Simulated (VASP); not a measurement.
Wanted: the native input for a VASP 6.6.1 run.

```yaml
Task: single point
Functional: PBE
Dispersion: D3(BJ)
Potentials_or_basis: VASP PAW PBE potentials, release 64 (Al, O)
Cutoff: 520 eV
k_mesh: 9 × 9 × 4
Occupations: gaussian, width 0.05 eV
Spin: no spin polarisation
Dipole_correction: no
Further_INCAR_settings: ALGO = Normal; EDIFF = 1e-06; NBANDS = 20
```

The structure of Al2O3 lies in POSCAR:

```
Al2O3
1.0
    2.8414820084      0.0000000000      0.0000000000
   -1.4207410042      2.4607956037      0.0000000000
    0.0000000000      0.0000000000      7.2308043812
Al O
2 3
Direct
    0.0000000000      0.0000000000      0.1907358529
    0.0000000000      0.0000000000      0.8092641471
    0.3333333333      0.6666666667      0.2977981479
    0.6666666667      0.3333333333      0.0000000000
    0.3333333333      0.6666666667      0.7022018521
```

This cell differs from its parent crystal: atoms shifted along a free coordinate.

One way to write it, as run:

INCAR

```
ALGO     = Normal         # electronic algorithm
EDIFF    = 1E-6           # SCF threshold, eV
ENCUT    = 520            # plane-wave cutoff, eV
GGA      = PE             # functional
ISIF     = 2              # what is computed and relaxed
ISMEAR   = 0              # smearing method
IVDW     = 12             # dispersion correction
LASPH    = T              # aspherical terms in the spheres
LCHARG   = F              # write CHGCAR
LREAL    = F              # projectors in reciprocal space
LWAVE    = F              # write WAVECAR
NBANDS   = 20             # bands
NELM     = 100            # most SCF steps
PREC     = Accurate       # precision mode
SIGMA    = 0.05           # smearing width, eV
```

KPOINTS

```
k-points
0
Gamma
  9 9 4
```

Potentials or basis: VASP PAW PBE potentials, release 64 (Al, O).

Launch:

```console
$ cat potpaw_PBE.64/Al/POTCAR potpaw_PBE.64/O/POTCAR > POTCAR
$ mpirun -np 1 vasp_std > vasp.out
```

It gave:

```yaml
Pressure: -1.9 GPa
Largest_force: 1.584 eV/Å
Band_gap_on_the_k_mesh: 4.25 eV (least direct gap 4.32 eV)
Dispersion_energy_per_atom: -0.199 eV
```

Caveat: the cell differs from its parent crystal (atoms shifted along a free coordinate); an odd mesh through Γ misses points on the zone boundary, where band edges can lie; forces of over 1 eV/Å act on the atoms, so gaps and moduli don't describe the material at rest.

Wall time 52 s on 1 thread of Intel Xeon 8259CL, on a shared host, peak memory 0.2 GiB.
